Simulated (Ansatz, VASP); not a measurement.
# One calculation of HfB, two programs

```
Hf B
1.0
     0.00000    2.31000    2.31000
     2.31000    0.00000    2.31000
     2.31000    2.31000    0.00000
Hf B
1 1
Direct
  0.50000 0.50000 0.50000
  0.00000 0.00000 0.00000
```

Alike in both runs: functional LDA; k mesh 10 × 10 × 10; occupations fermi-dirac, width 0.05 eV; no spin polarisation.

```csv
,VASP,Ansatz
version,VASP 6.6.1,Ansatz 0.2.0
potentials or method,"VASP PAW LDA potentials, release 64 (Hf_pv, B), cutoff 520 eV","all-electron LAPW, scalar-relativistic"
task,single point,band structure
```

VASP gave:

| Quantity | Value |
| --- | --- |
| gap on the k mesh at the Fermi level (eV) | none |
| pressure (GPa) | 19.7 |

Q: Estimate Ansatz's values.

A: gap on the k mesh at the Fermi level (eV): none; pressure (GPa): 18.0.

LDA's correlation is that of Perdew and Zunger in VASP and of Perdew and Wang (1992) in Ansatz. A gap of «none» marks a metal or a gap that the smearing closes. Ansatz ran all-electron here, and VASP with PAW potentials.

Neither program's run includes spin-orbit coupling.
